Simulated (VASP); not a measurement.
# Br (Cmce) in VASP: single point with HSE06

Aim: the single point of Br with HSE06.

Program: VASP 6.6.1. These are calculated values, not measurements. Logs are shortened: lines on timing, memory, paths and dates and some standing lists are left out, and cuts for length are marked.

## Step 1: The cell of the first run

The structure is orthorhombic, space group Cmce (No. 64). The conventional cell has a = 8.586 Å, b = 4.269 Å, c = 8.733 Å, α = 90.00°, β = 90.00°, γ = 90.00°. Br (site symmetry m) has 3 Br at 2.39 to 3.14 Å within 3.2 Å.

## Step 2: Single point, HSE06

The input, POSCAR:

```
Br
1.0
    4.2931098621     -2.1343686347      0.0000000000
    4.2931098621      2.1343686347      0.0000000000
    0.0000000000      0.0000000000      8.7329344831
Br
4
Direct
    0.8591891989      0.1408108011      0.1182799231
    0.6408108011      0.3591891989      0.6182799231
    0.1408108011      0.8591891989      0.8817200769
    0.3591891989      0.6408108011      0.3817200769
```

The input, INCAR.step1:

```
ALGO     = Normal         # electronic algorithm
EDIFF    = 1E-5           # SCF threshold, eV
ENCUT    = 520            # plane-wave cutoff, eV
GGA      = PE             # functional
ISIF     = 2              # what is computed and relaxed
ISMEAR   = -1             # smearing method
LASPH    = True           # aspherical terms in the spheres
LCHARG   = False          # write CHGCAR
LREAL    = False          # projectors in reciprocal space
LWAVE    = True           # write WAVECAR
NBANDS   = 22             # bands
NELM     = 80             # most SCF steps
PREC     = Accurate       # precision mode
SIGMA    = 0.1            # smearing width, eV
```

The input, INCAR.step2:

```
ALGO     = Normal         # electronic algorithm
EDIFF    = 1E-6           # SCF threshold, eV
ENCUT    = 520            # plane-wave cutoff, eV
GGA      = PE             # functional
HFSCREEN = 0.2079         # screening, 1/A
ISIF     = 2              # what is computed and relaxed
ISMEAR   = -1             # smearing method
ISTART   = 1            
LASPH    = True           # aspherical terms in the spheres
LCHARG   = False          # write CHGCAR
LHFCALC  = True           # exact exchange
LREAL    = False          # projectors in reciprocal space
LWAVE    = False          # write WAVECAR
NBANDS   = 22             # bands
NELM     = 80             # most SCF steps
PREC     = Accurate       # precision mode
PRECFOCK = Normal       
SIGMA    = 0.1            # smearing width, eV
```

The input, KPOINTS:

```
k-points
0
Gamma
  4 4 2
```

Potentials or basis: VASP PAW PBE potentials, release 64 (Br).

On the command line:

```
$ cat potpaw_PBE.64/Br/POTCAR > POTCAR
$ cp INCAR.step1 INCAR
$ mpirun -np 1 vasp_std > vasp.out
$ cp INCAR.step2 INCAR
$ mpirun -np 1 vasp_std > vasp.out
```

OUTCAR:

```text
EDIFF = 1E-6
   ENCUT = 520
   GGA = PE
   HFSCREEN = 0.2079
   ISIF = 2
   ISMEAR = -1
   ISTART = 1
   LASPH = True
   LHFCALC = True
   LREAL = False
   NELM = 80
   PREC = Accurate
   PRECFOCK = Normal

 ion  position               nearest neighbor table
   1  0.859  0.141  0.118-   3 2.39
   2  0.641  0.359  0.618-   4 2.39
   3  0.141  0.859  0.882-   1 2.39
   4  0.359  0.641  0.382-   2 2.39

  LATTYP: Found a base centered orthorhombic cell.
 ALAT       =     4.2687372694
 B/A-ratio  =     2.0114191112
 C/A-ratio  =     2.0457887033

  Lattice vectors:

 A1 = (  -4.2931098621,  -2.1343686347,   0.0000000000)
 A2 = (   4.2931098621,  -2.1343686347,   0.0000000000)
 A3 = (   0.0000000000,   0.0000000000,   8.7329344831)

Analysis of symmetry for initial positions (statically):
=====================================================================
 Subroutine PRICEL returns:
 Original cell was already a primitive cell.

 Routine SETGRP: Setting up the symmetry group for a
 base centered orthorhombic supercell.

 Subroutine GETGRP returns: Found  8 space group operations
 (whereof  4 operations were pure point group operations)
 out of a pool of  8 trial point group operations.

The static configuration has the point symmetry C_2h.
 The point group associated with its full space group is D_2h.

Analysis of symmetry for dynamics (positions and initial velocities):
=====================================================================
 Subroutine PRICEL returns:
 Original cell was already a primitive cell.

 Routine SETGRP: Setting up the symmetry group for a
 base centered orthorhombic supercell.

 Subroutine GETGRP returns: Found  8 space group operations
 (whereof  4 operations were pure point group operations)
 out of a pool of  8 trial point group operations.

The dynamic configuration has the point symmetry C_2h.
 The point group associated with its full space group is D_2h.

 Subroutine INISYM returns: Found  8 space group operations
 (whereof  4 operations are pure point group operations),
 and found     1 'primitive' translations

----------------------------------------------------------------------------------------

                                     Primitive cell

  volume of cell :     160.0411

  direct lattice vectors                    reciprocal lattice vectors
     4.293109862 -2.134368635  0.000000000     0.116465689 -0.234261314  0.000000000
     4.293109862  2.134368635  0.000000000     0.116465689  0.234261314  0.000000000
     0.000000000  0.000000000  8.732934483     0.000000000  0.000000000  0.114509046

  length of vectors
     4.794405256  4.794405256  8.732934483     0.261615404  0.261615404  0.114509046

  position of ions in fractional coordinates (direct lattice)
     0.859189199  0.140810801  0.118279923
     0.640810801  0.359189199  0.618279923
     0.140810801  0.859189199  0.881720077
     0.359189199  0.640810801  0.381720077

  ion indices of the primitive-cell ions
   primitive index   ion index
                 1           1
                 2           2
                 3           3
                 4           4

----------------------------------------------------------------------------------------

 KPOINTS: k-points

Automatic generation of k-mesh.
 Grid dimensions read from file:
 generate k-points for:    4    4    2

 Generating k-lattice:

  Cartesian coordinates                     Fractional coordinates (reciprocal lattice)
     0.029116422 -0.058565328  0.000000000     0.250000000  0.000000000  0.000000000
     0.029116422  0.058565328  0.000000000     0.000000000  0.250000000  0.000000000
     0.000000000  0.000000000  0.057254523     0.000000000  0.000000000  0.500000000

  Length of vectors
     0.065403851  0.065403851  0.057254523

  Shift w.r.t. Gamma in fractional coordinates (k-lattice)
     0.000000000  0.000000000  0.000000000

 Subroutine IBZKPT returns following result:
 ===========================================

 Found     14 irreducible k-points:

 Following reciprocal coordinates:
            Coordinates               Weight
  0.000000  0.000000  0.000000      1.000000
  0.250000  0.000000  0.000000      4.000000
  0.500000  0.000000  0.000000      2.000000
  0.250000  0.250000  0.000000      2.000000
  0.500000  0.250000  0.000000      4.000000
 -0.250000  0.250000  0.000000      2.000000
  0.500000  0.500000  0.000000      1.000000
  0.000000  0.000000  0.500000      1.000000
  0.250000  0.000000  0.500000      4.000000
  0.500000  0.000000  0.500000      2.000000
  0.250000  0.250000  0.500000      2.000000
  0.500000  0.250000  0.500000      4.000000
 -0.250000  0.250000  0.500000      2.000000
  0.500000  0.500000  0.500000      1.000000
   k-points           NKPTS =     14   k-points in BZ     NKDIM =     32   number of bands    NBANDS=     22
   number of dos      NEDOS =    301   number of ions     NIONS =      4
   total plane-waves  NPLWV =  90720
   dimension x,y,z NGX =    36 NGY =   36 NGZ =   70
   dimension x,y,z NGXF=    72 NGYF=   72 NGZF=  140
   ions per type =               4
   NGX,Y,Z   is equivalent  to a cutoff of  12.48, 12.48, 13.33 a.u.
   NGXF,Y,Z  is equivalent  to a cutoff of  24.97, 24.97, 26.65 a.u.
 SYSTEM =  unknown system
   PREC   = accura    normal or accurate (medium, high low for compatibility)
   ISTART =      1    job   : 0-new  1-cont  2-samecut
   ICHARG =      0    charge: 1-file 2-atom 10-const
   ISPIN  =      1    spin polarized calculation?
   LNONCOLLINEAR =      F non collinear calculations
   LSORBIT =      F    spin-orbit coupling
   LASPH  =      T    aspherical Exc in radial PAW
   ENCUT  =  520.0 eV  38.22 Ry    6.18 a.u.   8.91  8.91 16.24*2*pi/ulx,y,z
   NELM   =     80;   NELMIN=  2; NELMDL=  0     # of ELM steps
   EDIFF  = 0.1E-05   stopping-criterion for ELM
   LREAL  =      F    real-space projection
   EDIFFG = 0.1E-04   stopping-criterion for IOM
   NSW    =      0    number of steps for IOM
   IBRION =     -1    ionic relax: 0-MD 1-quasi-New 2-CG
   NFREE  =      0    steps in history (QN), initial steepest desc. (CG)
   ISIF   =      2    stress and relaxation
   ISYM   =      3    0-nonsym 1-usesym 2-fastsym
   POTIM  = 0.5000    time-step for ionic-motion
   TEBEG  =    0.0;   TEEND  =   0.0 temperature during run
   PSTRESS=    0.0 pullay stress
   NELECT =      28.0000    total number of electrons
   NUPDOWN=      -1.0000    fix difference up-down
   EMIN   =  10.00;   EMAX   =-10.00  energy-range for DOS
   EFERMI =   0.00;   METHOD = LEGACY
   ISMEAR =    -1;   SIGMA  =   0.10  broadening in eV -4-tet -1-fermi 0-gaus
   EFERMI_NEDOS =   21; number of points for ismear=-14 and -15
   IALGO  =     38    algorithm
   IMIX   =      1    mixing-type and parameters
     AMIX     =   0.40;   BMIX     =  1.00
     AMIX_MAG =   1.60;   BMIX_MAG =  1.00
  volume/ion in A,a.u.               =      40.01       270.00
  Fermi-wavevector in a.u.,A,eV,Ry     =   0.915624  1.730278 11.406669  0.838367
  Thomas-Fermi vector in A             =   2.040386
   LORBIT       =      0    0 simple, 1 ext, 2 COOP (PROOUT), +10 PAW based schemes
   GGA     = PE    functional components
   LHFCALC =     T    Hartree Fock is set to
   PRECFOCK=normal    Normal, Fast or Accurate (Low or Medium for compatibility)
   ENCUT4O =  -1.0   cutoff for four orbital integrals eV
   NKREDX  =     1    reduce k-point grid by
   NKREDY  =     1    reduce k-point grid by
   NKREDZ  =     1    reduce k-point grid by
   AEXX    =    0.2500 exact exchange contribution
   HFSCREEN=    0.2079 screening length (either q_TF or 0.3 A-1)
   HFSCREENC=   0.2079 screening length for correlation (either q_TF or 0.3 A-1)
   ENCUTFOCK=  -1.0 apply spherical cutoff to Coloumb kernel
   IVDW    =     0    specifies the selected vdW correction
   LEPSILON=     F    determine dielectric tensor
   LRPA    =     F    only Hartree local field effects (RPA)
 non-spin polarized calculation
  energy-cutoff  :      520.00
  volume of cell :      160.04
 maximum number of plane-waves:      4334
  NGX = 28; NGY = 28; NGZ = 50

 number of electron      27.9999999 magnetization

 Free energy of the ion-electron system (eV)
  ---------------------------------------------------
  ext. energy  EPLUGINS =         0.00000000
  ---------------------------------------------------
  free energy    TOTEN  =        -9.00997365 eV

  energy without entropy =       -9.00996938  energy(sigma->0) =       -9.00997152

 E-fermi :  -0.8513     XC(G=0):  -5.9343

 val. band max:       -2.1514292995   @ k =   0.5000   0.0000   0.5000
 cond. band min:       0.3521016508   @ k =   0.0000   0.0000   0.0000
 fundamental gap:      2.5035309503
 Fermi energy:        -0.8512624752

 k-point     1 :       0.0000    0.0000    0.0000
  band No.  band energies     occupation
      1     -18.9818      2.00000
      2     -18.3858      2.00000
      3     -16.6167      2.00000
      4     -15.5131      2.00000
      5      -7.0563      2.00000
      6      -5.6736      2.00000
[... 14 lines left out ...]
     21       8.5045      0.00000
     22       8.5486      0.00000

 k-point     2 :       0.2500    0.0000    0.0000
  band No.  band energies     occupation
      1     -18.8277      2.00000
      2     -18.3933      2.00000
      3     -16.4820      2.00000
      4     -15.7166      2.00000
      5      -7.1119      2.00000
      6      -6.3122      2.00000
[... 14 lines left out ...]
     21       7.8472      0.00000
     22       8.4481      0.00000

 k-point     3 :       0.5000    0.0000    0.0000
  band No.  band energies     occupation
      1     -18.5338      2.00000
      2     -18.5338      2.00000
      3     -16.1361      2.00000
      4     -16.1361      2.00000
      5      -7.0923      2.00000
      6      -7.0923      2.00000
[... 14 lines left out ...]
     21       9.7845      0.00000
     22       9.7870      0.00000

 k-point     4 :       0.2500    0.2500    0.0000
  band No.  band energies     occupation
      1     -18.9599      2.00000
      2     -18.3713      2.00000
      3     -16.5974      2.00000
      4     -15.5104      2.00000
      5      -7.0318      2.00000
      6      -5.6948      2.00000
[... 14 lines left out ...]
     21       7.9299      0.00000
     22       8.0625      0.00000

 k-point     5 :       0.5000    0.2500    0.0000
  band No.  band energies     occupation
      1     -18.8027      2.00000
      2     -18.3808      2.00000
      3     -16.4590      2.00000
      4     -15.7186      2.00000
      5      -7.0852      2.00000
      6      -6.3422      2.00000
[... 167 lines left out ...]
 k-point    12 :       0.5000    0.2500    0.5000
  band No.  band energies     occupation
      1     -18.6186      2.00000
      2     -18.6186      2.00000
      3     -16.0676      2.00000
      4     -16.0676      2.00000
      5      -6.6899      2.00000
      6      -6.6899      2.00000
[... 14 lines left out ...]
     21       8.1298      0.00000
     22       8.1298      0.00000

 k-point    13 :      -0.2500    0.2500    0.5000
  band No.  band energies     occupation
      1     -18.5333      2.00000
      2     -18.5333      2.00000
      3     -16.1386      2.00000
      4     -16.1386      2.00000
      5      -6.7654      2.00000
      6      -6.7654      2.00000
[... 14 lines left out ...]
     21       7.9572      0.00000
     22       7.9572      0.00000

 k-point    14 :       0.5000    0.5000    0.5000
  band No.  band energies     occupation
      1     -18.6977      2.00000
      2     -18.6977      2.00000
      3     -16.0049      2.00000
      4     -16.0049      2.00000
      5      -6.4574      2.00000
      6      -6.4574      2.00000
[... 14 lines left out ...]
     21       8.3938      0.00000
     22       8.4050      0.00000

------------------------ aborting loop because EDIFF is reached ----------------------------------------

  FORCE on cell =-STRESS in cart. coord.  units (eV):
  Direction    XX          YY          ZZ          XY          YZ          ZX
  --------------------------------------------------------------------------------------
  -------------------------------------------------------------------------------------
  Total       -0.0356030     -0.5610525     -2.2620598      0.0000000      0.0000000      0.0000000
  in kB       -0.3564230     -5.6167157    -22.6455587      0.0000000      0.0000000      0.0000000
  external PRESSURE =      -9.5395658 kB  Pullay stress =       0.0000000 kB

 VOLUME and BASIS-vectors are now :
 -----------------------------------------------------------------------------
  energy-cutoff  :      520.00
  volume of cell :      160.04
      direct lattice vectors                 reciprocal lattice vectors
     4.293109862 -2.134368635  0.000000000     0.116465689 -0.234261314  0.000000000
     4.293109862  2.134368635  0.000000000     0.116465689  0.234261314  0.000000000
     0.000000000  0.000000000  8.732934483     0.000000000  0.000000000  0.114509046

 POSITION                                       TOTAL-FORCE (eV/Angst)
 -----------------------------------------------------------------------------------
      4.29311     -1.53328      1.03293         0.000000     -0.386247     -0.714767
      4.29311     -0.60108      5.39940         0.000000      0.386247     -0.714767
      4.29311      1.53328      7.70000         0.000000      0.386247      0.714767
      4.29311      0.60108      3.33354         0.000000     -0.386247      0.714767
 -----------------------------------------------------------------------------------
    total drift:                               -0.000002      0.000000      0.000000

  FREE ENERGIE OF THE ION-ELECTRON SYSTEM (eV)
  ---------------------------------------------------
  free  energy   TOTEN  =        -9.0099736535 eV

  energy  without entropy=       -9.0099693766  energy(sigma->0) =       -9.00997152
```

Wall time 55 min (1 thread of Intel Xeon Platinum 8259CL at 2.50GHz (Skylake/Cascade Lake), shared host); peak memory 0.42 GiB.

Results:

| Item | Value |
| --- | --- |
| Free energy | -9.0100 eV |
| Pressure | -1.0 GPa |
| Largest force | 0.812 eV/Å |
| Band gap on the k mesh | 2.50 eV (least direct gap 2.54 eV) |

Forces in eV/Å, atoms in the order of the input:
```
Br   0.000 -0.386 -0.715
Br   0.000  0.386 -0.715
Br   0.000  0.386  0.715
Br   0.000 -0.386  0.715
```

Stress tensor (GPa, compression positive):
```
-0.04  0.00  0.00
 0.00 -0.56  0.00
 0.00  0.00 -2.26
```

Caveat: this functional lacks dispersion, which holds the molecules together, so the pressure and a relaxed volume are unreliable; the PAW data sets were made with another functional, which shifts forces and pressure a little. A k mesh can miss the band edges.
